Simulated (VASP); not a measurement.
# AlGa3N4 (Cmm2) in VASP: further runs

The runs below take AlGa3N4 through single point, with PBEsol.

Program: VASP 6.6.1. These are calculated values, not measurements. Logs are shortened: lines on timing, memory, paths and dates and some standing lists are left out, and cuts for length are marked.

## Step 1: The cell of the first run

It takes space group Cmm2 (No. 35, orthorhombic). The conventional cell has a = 6.324 Å, b = 6.324 Å, c = 4.472 Å, α = 90.00°, β = 90.00°, γ = 90.00°. Within 2.5 Å of Al (site symmetry mm2) lie 4 N at 1.89 Å. Within 2.5 Å of Ga (site symmetry mm2) lie 4 N at 1.90 to 2.01 Å. Within 2.6 Å of Ga (site symmetry 2) lie 4 N at 1.95 Å. N (site symmetry m) has 1 Al at 1.89 Å and 3 Ga at 1.95 to 2.01 Å within 2.5 Å. N (site symmetry m) has 1 Al at 1.89 Å and 3 Ga at 1.90 to 1.95 Å within 2.5 Å.

## Step 2: Single point, PBEsol (atom 2 (Ga) moved -0.100 Å along Cartesian [0 0 1])

File INCAR:

```
SYSTEM = AlGa3N4
PREC = Accurate ; ENCUT = 520
EDIFF = 1E-6 ; ISMEAR = 0
SIGMA = 0.05 ; LREAL = .False.
LASPH = .True. ; NELM = 80
ALGO = Normal ; ISIF = 2
LWAVE = .False. ; LCHARG = .False.
GGA = PS ; NBANDS = 41
```

File KPOINTS:

```
regular mesh
0
Gamma
  6 6 6
  0 0 0
```

File POSCAR:

```
AlGa3N4
1.0
    4.4716853600      0.0000000000      0.0000000000
    0.0000000000      4.4716853600      0.0000000000
    0.0000000000      0.0000000000      4.4716853600
Al Ga N
1 3 4
Direct
    0.0000000000      0.0000000000      0.0000000000
    0.5000000000      0.5000000000     -0.0223629330
    0.5000000000      0.0000000000      0.5000000000
    0.0000000000      0.5000000000      0.5000000000
    0.7557144200      0.7557144200      0.2442855800
    0.7557144200      0.2442855800      0.7557144200
    0.2442855800      0.7557144200      0.7557144200
    0.2442855800      0.2442855800      0.2442855800
```

Potentials or basis: VASP PAW PBE potentials, release 64 (Al, Ga_d, N).

Command:

```bash
$ cat potpaw_PBE.64/Al/POTCAR potpaw_PBE.64/Ga_d/POTCAR potpaw_PBE.64/N/POTCAR > POTCAR
$ mpirun -np 1 vasp_std > vasp.out
```

OUTCAR:

```text
SYSTEM = AlGa3N4
   PREC = Accurate
   ENCUT = 520
   EDIFF = 1E-6
   ISMEAR = 0
   LREAL = .False.
   LASPH = .True.
   NELM = 80
   ISIF = 2
   GGA = PS

 ion  position               nearest neighbor table
   1  0.000  0.000  0.000-   5 1.89   6 1.89   7 1.89   8 1.89
   2  0.500  0.500  0.978-   6 1.90   7 1.90   5 2.01   8 2.01
   3  0.500  0.000  0.500-   5 1.95   6 1.95   7 1.95   8 1.95
   4  0.000  0.500  0.500-   5 1.95   6 1.95   7 1.95   8 1.95
   5  0.756  0.756  0.244-   1 1.89   3 1.95   4 1.95   2 2.01
   6  0.756  0.244  0.756-   1 1.89   2 1.90   3 1.95   4 1.95
   7  0.244  0.756  0.756-   1 1.89   2 1.90   3 1.95   4 1.95
   8  0.244  0.244  0.244-   1 1.89   3 1.95   4 1.95   2 2.01

  LATTYP: Found a simple cubic cell.
 ALAT       =     4.4716853600

  Lattice vectors:

 A1 = (   4.4716853600,   0.0000000000,   0.0000000000)
 A2 = (   0.0000000000,   4.4716853600,   0.0000000000)
 A3 = (   0.0000000000,   0.0000000000,   4.4716853600)

Analysis of symmetry for initial positions (statically):
=====================================================================
 Subroutine PRICEL returns:
 Original cell was already a primitive cell.

 Routine SETGRP: Setting up the symmetry group for a
 simple cubic supercell.

 Subroutine GETGRP returns: Found  4 space group operations
 (whereof  4 operations were pure point group operations)
 out of a pool of 48 trial point group operations.

The static configuration has the point symmetry C_2v.

Analysis of symmetry for dynamics (positions and initial velocities):
=====================================================================
 Subroutine PRICEL returns:
 Original cell was already a primitive cell.

 Routine SETGRP: Setting up the symmetry group for a
 simple cubic supercell.

 Subroutine GETGRP returns: Found  4 space group operations
 (whereof  4 operations were pure point group operations)
 out of a pool of 48 trial point group operations.

The dynamic configuration has the point symmetry C_2v.

 Subroutine INISYM returns: Found  4 space group operations
 (whereof  4 operations are pure point group operations),
 and found     1 'primitive' translations

----------------------------------------------------------------------------------------

                                     Primitive cell

  volume of cell :      89.4157

  direct lattice vectors                    reciprocal lattice vectors
     4.471685360  0.000000000  0.000000000     0.223629330  0.000000000  0.000000000
     0.000000000  4.471685360  0.000000000     0.000000000  0.223629330  0.000000000
     0.000000000  0.000000000  4.471685360     0.000000000  0.000000000  0.223629330

  length of vectors
     4.471685360  4.471685360  4.471685360     0.223629330  0.223629330  0.223629330

  position of ions in fractional coordinates (direct lattice)
     0.000000000  0.000000000  0.000000000
     0.500000000  0.500000000  0.977637067
     0.500000000  0.000000000  0.500000000
     0.000000000  0.500000000  0.500000000
     0.755714420  0.755714420  0.244285580
     0.755714420  0.244285580  0.755714420
     0.244285580  0.755714420  0.755714420
     0.244285580  0.244285580  0.244285580

  ion indices of the primitive-cell ions
   primitive index   ion index
                 1           1
                 2           2
                 3           3
                 4           4
                 5           5
                 6           6
                 7           7
                 8           8

----------------------------------------------------------------------------------------

 KPOINTS: regular mesh

Automatic generation of k-mesh.
 Grid dimensions read from file:
 generate k-points for:    6    6    6

 Generating k-lattice:

  Cartesian coordinates                     Fractional coordinates (reciprocal lattice)
     0.037271555  0.000000000  0.000000000     0.166666667  0.000000000  0.000000000
     0.000000000  0.037271555  0.000000000     0.000000000  0.166666667  0.000000000
     0.000000000  0.000000000  0.037271555     0.000000000  0.000000000  0.166666667

  Length of vectors
     0.037271555  0.037271555  0.037271555

  Shift w.r.t. Gamma in fractional coordinates (k-lattice)
     0.000000000  0.000000000  0.000000000

 Subroutine IBZKPT returns following result:
 ===========================================

 Found     52 irreducible k-points:

 Following reciprocal coordinates:
            Coordinates               Weight
  0.000000  0.000000  0.000000      1.000000
  0.166667  0.000000  0.000000      4.000000
  0.000000  0.000000  0.166667      2.000000
  0.333333  0.000000  0.000000      4.000000
  0.000000  0.000000  0.333333      2.000000
  0.500000  0.000000  0.000000      2.000000
[... 16 lines left out ...]
  0.333333  0.000000  0.500000      4.000000
  0.500000  0.500000  0.000000      1.000000
 [... further k-points ...]
   k-points           NKPTS =     52   k-points in BZ     NKDIM =     52   number of bands    NBANDS=     41
   number of dos      NEDOS =    301   number of ions     NIONS =      8
   total plane-waves  NPLWV =  46656
   dimension x,y,z NGX =    36 NGY =   36 NGZ =   36
   dimension x,y,z NGXF=    72 NGYF=   72 NGZF=   72
   ions per type =               1   3   4
   NGX,Y,Z   is equivalent  to a cutoff of  13.38, 13.38, 13.38 a.u.
   NGXF,Y,Z  is equivalent  to a cutoff of  26.77, 26.77, 26.77 a.u.
 SYSTEM =  AlGa3N4
   PREC   = accura    normal or accurate (medium, high low for compatibility)
   ISTART =      0    job   : 0-new  1-cont  2-samecut
   ICHARG =      2    charge: 1-file 2-atom 10-const
   ISPIN  =      1    spin polarized calculation?
   LNONCOLLINEAR =      F non collinear calculations
   LSORBIT =      F    spin-orbit coupling
   LASPH  =      T    aspherical Exc in radial PAW
   ENCUT  =  520.0 eV  38.22 Ry    6.18 a.u.   8.31  8.31  8.31*2*pi/ulx,y,z
   NELM   =     80;   NELMIN=  2; NELMDL= -5     # of ELM steps
   EDIFF  = 0.1E-05   stopping-criterion for ELM
   LREAL  =      F    real-space projection
   EDIFFG = 0.1E-04   stopping-criterion for IOM
   NSW    =      0    number of steps for IOM
   IBRION =     -1    ionic relax: 0-MD 1-quasi-New 2-CG
   NFREE  =      0    steps in history (QN), initial steepest desc. (CG)
   ISIF   =      2    stress and relaxation
   ISYM   =      2    0-nonsym 1-usesym 2-fastsym
   POTIM  = 0.5000    time-step for ionic-motion
   TEBEG  =    0.0;   TEEND  =   0.0 temperature during run
   PSTRESS=    0.0 pullay stress
   NELECT =      62.0000    total number of electrons
   NUPDOWN=      -1.0000    fix difference up-down
   EMIN   =  10.00;   EMAX   =-10.00  energy-range for DOS
   EFERMI =   0.00;   METHOD = LEGACY
   ISMEAR =     0;   SIGMA  =   0.05  broadening in eV -4-tet -1-fermi 0-gaus
   EFERMI_NEDOS =   21; number of points for ismear=-14 and -15
   IALGO  =     38    algorithm
   IMIX   =      4    mixing-type and parameters
     AMIX     =   0.40;   BMIX     =  1.00
     AMIX_MAG =   1.60;   BMIX_MAG =  1.00
  volume/ion in A,a.u.               =      11.18        75.43
  Fermi-wavevector in a.u.,A,eV,Ry     =   1.448997  2.738207 28.566688  2.099592
  Thomas-Fermi vector in A             =   2.566774
   LORBIT       =      0    0 simple, 1 ext, 2 COOP (PROOUT), +10 PAW based schemes
   GGA     = PS    functional components
   LHFCALC =     F    Hartree Fock is set to
   AEXX    =    0.0000 exact exchange contribution
   IVDW    =     0    specifies the selected vdW correction
   LEPSILON=     F    determine dielectric tensor
   LRPA    =     F    only Hartree local field effects (RPA)
 non-spin polarized calculation
 Gauss-broadening in eV      SIGMA  =   0.05
  energy-cutoff  :      520.00
  volume of cell :       89.42
 maximum number of plane-waves:      2469
 NGX is ok and might be reduce to    36
   NGX = 17   NGY = 17   NGZ = 17

 number of electron      61.9999976 magnetization

 Free energy of the ion-electron system (eV)
  ---------------------------------------------------
  ext. energy  EPLUGINS =         0.00000000
  ---------------------------------------------------
  free energy    TOTEN  =       -54.88095883 eV

  energy without entropy =      -54.88095883  energy(sigma->0) =      -54.88095883

 E-fermi :   5.5912     XC(G=0): -11.7291

 val. band max:        5.3282171477   @ k =   0.0000   0.0000   0.0000
 cond. band min:       7.5500650156   @ k =   0.0000   0.0000   0.0000
 fundamental gap:      2.2218478679
 Fermi energy:         5.5912283883

 k-point     1 :       0.0000    0.0000    0.0000
  band No.  band energies     occupation
      1     -10.4138      2.00000
      2      -9.2470      2.00000
      3      -9.0829      2.00000
      4      -8.9554      2.00000
      5      -7.8455      2.00000
      6      -7.8310      2.00000
[... 33 lines left out ...]
     40      16.0683      0.00000
     41      16.0716      0.00000

 k-point     2 :       0.1667    0.0000    0.0000
  band No.  band energies     occupation
      1     -10.3032      2.00000
      2      -9.2731      2.00000
      3      -9.0815      2.00000
      4      -8.9692      2.00000
      5      -7.8410      2.00000
      6      -7.8289      2.00000
[... 33 lines left out ...]
     40      16.2479      0.00000
     41      16.3302      0.00000

 k-point     3 :       0.0000    0.0000    0.1667
  band No.  band energies     occupation
      1     -10.3060      2.00000
      2      -9.2489      2.00000
      3      -9.1154      2.00000
      4      -8.9564      2.00000
      5      -7.8426      2.00000
      6      -7.8221      2.00000
[... 33 lines left out ...]
     40      16.2029      0.00000
     41      16.2826      0.00000

 k-point     4 :       0.3333    0.0000    0.0000
  band No.  band energies     occupation
      1     -10.0085      2.00000
      2      -9.3798      2.00000
      3      -9.0750      2.00000
      4      -9.0076      2.00000
      5      -7.8224      2.00000
      6      -7.8046      2.00000
[... 825 lines left out ...]
     40      14.8952      0.00000
     41      15.0730      0.00000

 k-point    23 :       0.3333    0.0000    0.5000
  band No.  band energies     occupation
      1      -9.6319      2.00000
      2      -9.3541      2.00000
      3      -9.2311      2.00000
      4      -9.0146      2.00000
      5      -7.8193      2.00000
      6      -7.8026      2.00000
[... 33 lines left out ...]
     40      14.8769      0.00000
     41      15.1318      0.00000

 k-point    24 :       0.5000    0.5000    0.0000
  band No.  band energies     occupation
      1      -9.5314      2.00000
      2      -9.4347      2.00000
      3      -9.1188      2.00000
      4      -9.0923      2.00000
      5      -7.8114      2.00000
      6      -7.8085      2.00000
[... 33 lines left out ...]
     40      15.0174      0.00000
     41      15.0327      0.00000

 [... further k-points ...]
[... 5 lines left out ...]
  --------------------------------------------------------------------------------------
  -------------------------------------------------------------------------------------
  Total       -0.1326167     -0.1326167     -0.4301404     -0.7629875      0.0000000      0.0000000
  in kB       -2.3762655     -2.3762655     -7.7073866    -13.6714401      0.0000000      0.0000000
  external PRESSURE =      -4.1533059 kB  Pullay stress =       0.0000000 kB

 VOLUME and BASIS-vectors are now :
 -----------------------------------------------------------------------------
  energy-cutoff  :      520.00
  volume of cell :       89.42
      direct lattice vectors                 reciprocal lattice vectors
     4.471685360  0.000000000  0.000000000     0.223629330  0.000000000  0.000000000
     0.000000000  4.471685360  0.000000000     0.000000000  0.223629330  0.000000000
     0.000000000  0.000000000  4.471685360     0.000000000  0.000000000  0.223629330

 POSITION                                       TOTAL-FORCE (eV/Angst)
 -----------------------------------------------------------------------------------
      0.00000      0.00000      0.00000         0.000000      0.000000      0.306241
      2.23584      2.23584      4.37169         0.000000      0.000000      1.683928
      2.23584      0.00000      2.23584         0.000000      0.000000     -0.449047
      0.00000      2.23584      2.23584         0.000000      0.000000     -0.449047
      3.37932      3.37932      1.09237        -0.247524     -0.247524     -0.167114
      3.37932      1.09237      3.37932         0.175681     -0.175681     -0.378924
      1.09237      3.37932      3.37932        -0.175681      0.175681     -0.378924
      1.09237      1.09237      1.09237         0.247524      0.247524     -0.167114
 -----------------------------------------------------------------------------------
    total drift:                               -0.000000     -0.000000      0.000350

  FREE ENERGIE OF THE ION-ELECTRON SYSTEM (eV)
  ---------------------------------------------------
  free  energy   TOTEN  =       -54.8809588326 eV

  energy  without entropy=      -54.8809588326  energy(sigma->0) =      -54.88095883
```

It took 2.3 min on 1 thread of AMD EPYC 9R45 (Zen 5), shared host; peak memory 0.27 GiB.

What came out:

```yaml
Free_energy: -54.8810 eV
Pressure: -0.4 GPa
Largest_force: 1.684 eV/Å
Band_gap_on_the_k_mesh: 2.22 eV
```

Forces in eV/Å, atoms in the order of the input:
```
Al   0.000  0.000  0.306
Ga   0.000  0.000  1.684
Ga   0.000  0.000 -0.449
Ga   0.000  0.000 -0.449
N   -0.248 -0.248 -0.167
N    0.176 -0.176 -0.379
N   -0.176  0.176 -0.379
N    0.248  0.248 -0.167
```

Stress tensor (GPa, compression positive):
```
-0.24 -1.37  0.00
-1.37 -0.24  0.00
 0.00  0.00 -0.77
```

Levels at points of the mesh, in eV from the valence-band top:
```csv
k point,band 28,band 29,band 30,band 31,band 32,band 33,band 34,band 35
"(0.00, 0.00, 0.00)",-2.40,-0.08,-0.05,0.00,2.22,3.04,3.31,3.53
"(0.50, 0.00, 0.00)",-1.52,-1.51,-1.23,-1.22,4.74,4.86,6.11,6.11
"(0.00, 0.00, 0.50)",-1.75,-1.46,-1.23,-1.11,4.68,4.99,5.92,6.24
"(0.50, 0.50, 0.00)",-1.24,-1.07,-0.75,-0.62,6.50,6.73,6.73,7.17
"(0.00, 0.50, 0.50)",-1.05,-1.01,-0.97,-0.62,6.50,6.76,6.78,7.08
"(0.50, 0.50, 0.50)",-0.84,-0.75,-0.63,-0.55,4.83,4.85,4.88,6.08
```

Caveat: the cell differs from its parent crystal (atom 2 (Ga) moved -0.100 Å along Cartesian [0 0 1]); the PAW data sets were made with another functional, which shifts forces and pressure a little.

## Step 3: Single point, PBEsol (atom 2 (Ga) moved +0.075 Å along Cartesian [0 0 1])

File INCAR:

```
SYSTEM = AlGa3N4
PREC = Accurate
ENCUT = 520
EDIFF = 1E-7
ISMEAR = 0
SIGMA = 0.05
LREAL = .FALSE.
LASPH = .TRUE.
NELM = 80
ALGO = Normal
ISIF = 2
LWAVE = .FALSE.
LCHARG = .TRUE.
GGA = PS
LELF = .TRUE.
LVHAR = .TRUE.
NBANDS = 41
```

File KPOINTS:

```
regular mesh
0
G
  6 6 6
  0 0 0
```

POSCAR: that of step 2 with these lines changed.

```diff
@@ -9,3 +9,3 @@
     0.0000000000      0.0000000000      0.0000000000
-    0.5000000000      0.5000000000     -0.0223629330
+    0.5000000000      0.5000000000      0.0167721997
     0.5000000000      0.0000000000      0.5000000000
```

Potentials or basis: VASP PAW PBE potentials, release 64 (Al, Ga_d, N).

Command:

```bash
$ cat potpaw_PBE.64/Al/POTCAR potpaw_PBE.64/Ga_d/POTCAR potpaw_PBE.64/N/POTCAR > POTCAR
$ mpirun -np 1 vasp_std > vasp.out
```

It took 2.7 min on 1 thread of AMD EPYC 9R45 (Zen 5), shared host; peak memory 0.27 GiB.

The run converged. Its results:

```yaml
Free_energy: -54.9179 eV
Pressure: -0.5 GPa
Largest_force: 1.267 eV/Å
Band_gap_on_the_k_mesh: 2.25 eV
```

Forces in eV/Å, atoms in the order of the input:
```
Al   0.000  0.000 -0.230
Ga   0.000  0.000 -1.267
Ga   0.000  0.000  0.337
Ga   0.000  0.000  0.337
N    0.103  0.103  0.301
N   -0.214  0.214  0.111
N    0.214 -0.214  0.111
N   -0.103 -0.103  0.301
```

Stress tensor (GPa, compression positive):
```
-0.42  1.02  0.00
 1.02 -0.42  0.00
 0.00  0.00 -0.72
```

Levels at points of the mesh, in eV from the valence-band top:
```csv
k point,band 27,band 28,band 29,band 30,band 31,band 32,band 33,band 34,band 35,band 36
"(0.00, 0.00, 0.00)",-2.47,-2.42,-0.06,-0.03,0.00,2.25,3.12,3.32,3.49,6.38
"(0.50, 0.00, 0.00)",-2.84,-1.51,-1.50,-1.22,-1.22,4.77,4.89,6.12,6.12,7.60
"(0.00, 0.00, 0.50)",-2.87,-1.68,-1.42,-1.25,-1.13,4.72,4.97,5.98,6.22,7.60
"(0.50, 0.50, 0.00)",-3.05,-1.16,-1.04,-0.79,-0.62,6.54,6.75,6.76,7.19,7.26
"(0.00, 0.50, 0.50)",-2.96,-1.03,-0.99,-0.96,-0.62,6.53,6.77,6.79,7.14,7.22
"(0.50, 0.50, 0.50)",-0.84,-0.80,-0.75,-0.64,-0.58,4.85,4.87,4.89,6.11,8.71
```

Caveat: the cell differs from its parent crystal (atom 2 (Ga) moved +0.075 Å along Cartesian [0 0 1]); the PAW data sets were made with another functional, which shifts forces and pressure a little.

## Step 4: Single point, PBEsol (atom 2 (Ga) moved -0.050 Å along Cartesian [0 0 1])

File INCAR:

```
SYSTEM = AlGa3N4
PREC     = Accurate       ! precision mode
ENCUT    = 520            ! plane-wave cutoff, eV
EDIFF    = 1E-6           ! SCF threshold, eV
ISMEAR   = 0              ! smearing method
SIGMA    = 0.05           ! smearing width, eV
LREAL    = .FALSE.        ! projectors in reciprocal space
LASPH    = .TRUE.         ! aspherical terms in the spheres
NELM     = 60             ! most SCF steps
ALGO     = Normal         ! electronic algorithm
ISIF     = 2              ! what is computed and relaxed
LWAVE    = .FALSE.        ! write WAVECAR
LCHARG   = .FALSE.        ! write CHGCAR
GGA      = PS             ! functional
NBANDS   = 41             ! bands
```

File KPOINTS:

```
Automatic mesh
0
G
  6 6 6
  0 0 0
```

POSCAR: that of step 3 with these lines changed.

```diff
@@ -9,3 +9,3 @@
     0.0000000000      0.0000000000      0.0000000000
-    0.5000000000      0.5000000000      0.0167721997
+    0.5000000000      0.5000000000     -0.0111814665
     0.5000000000      0.0000000000      0.5000000000
```

Command:

```bash
$ cat potpaw_PBE.64/Al/POTCAR potpaw_PBE.64/Ga_d/POTCAR potpaw_PBE.64/N/POTCAR > POTCAR
$ mpirun -np 1 vasp_std > vasp.out
```

Wall time 2.3 min (1 thread of AMD EPYC 9R45 (Zen 5), shared host); peak memory 0.27 GiB.

The run converged. Its results:

| Quantity | Value |
| --- | --- |
| Free energy | -54.9443 eV |
| Pressure | -0.6 GPa |
| Largest force | 0.847 eV/Å |
| Band gap on the k mesh | 2.27 eV |

Forces in eV/Å, atoms in the order of the input:
```
Al   0.000  0.000  0.153
Ga   0.000  0.000  0.847
Ga   0.000  0.000 -0.225
Ga   0.000  0.000 -0.225
N   -0.175 -0.175 -0.051
N    0.036 -0.036 -0.225
N   -0.036  0.036 -0.225
N    0.175  0.175 -0.051
```

Stress tensor (GPa, compression positive):
```
-0.58 -0.68  0.00
-0.68 -0.58  0.00
 0.00  0.00 -0.71
```

Levels at points of the mesh, in eV from the valence-band top:
```csv
k point,band 28,band 29,band 30,band 31,band 32,band 33,band 34,band 35
"(0.00, 0.00, 0.00)",-2.43,-0.04,-0.02,0.00,2.27,3.20,3.33,3.45
"(0.50, 0.00, 0.00)",-1.50,-1.49,-1.21,-1.21,4.80,4.91,6.12,6.12
"(0.00, 0.00, 0.50)",-1.61,-1.42,-1.25,-1.15,4.77,4.95,6.03,6.20
"(0.50, 0.50, 0.00)",-1.09,-1.01,-0.84,-0.62,6.57,6.78,6.78,7.21
"(0.00, 0.50, 0.50)",-1.01,-0.97,-0.96,-0.62,6.57,6.78,6.79,7.18
"(0.50, 0.50, 0.50)",-0.76,-0.75,-0.66,-0.62,4.87,4.88,4.90,6.13
```

Caveat: the cell differs from its parent crystal (atom 2 (Ga) moved -0.050 Å along Cartesian [0 0 1]); the PAW data sets were made with another functional, which shifts forces and pressure a little.

(Part 1 of 2 ends here.)
